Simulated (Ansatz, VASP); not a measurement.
## BaBe5H10: VASP beside Ansatz

```
Ba Be H
1.0
     4.46224    0.00000    0.00000
     0.00000    4.94267    0.00000
    -1.50502    0.00000    6.63325
Ba Be H
1 5 10
Direct
  0.90489 0.50000 0.62286
  0.47739 0.00000 0.28453
  0.54596 0.76367 0.00717
  0.54596 0.23633 0.00717
  0.37654 0.00000 0.68199
  0.06853 0.00000 0.04100
  0.62556 0.75062 0.25071
  0.62556 0.24938 0.25071
  0.54747 0.00000 0.51156
  0.14560 0.00000 0.25570
  0.38091 0.50000 0.99497
  0.46781 0.73249 0.75211
  0.88005 0.75663 0.98883
  0.46781 0.26751 0.75211
  0.88005 0.24337 0.98883
  0.05992 0.00000 0.60975
```

Alike in both runs: task relaxation of cell and atoms; functional PBE; k mesh 6 × 6 × 4; occupations gaussian, width 0.02 eV; no spin polarisation.

|  | VASP | Ansatz |
| --- | --- | --- |
| version | VASP 6.6.1 | Ansatz 0.2.0 |
| potentials or method | VASP PAW PBE potentials, release 64 (Ba_sv, Be, H), cutoff 600 eV | scalar-relativistic, plane waves, PAW |
| valence electrons in the cell | 30 | 30 |

```csv
,VASP,Ansatz,Ansatz less VASP
"gap on the k mesh at the Fermi level, each at its own relaxed structure (eV)",0.75,0.78,+0.031
relaxed volume (Å³/atom),9.23,9.14,-0.081
relaxed length of the cell vector where the two differ most in proportion (Å),4.958,4.943,-0.0150
```

Neither program's run includes spin-orbit coupling.
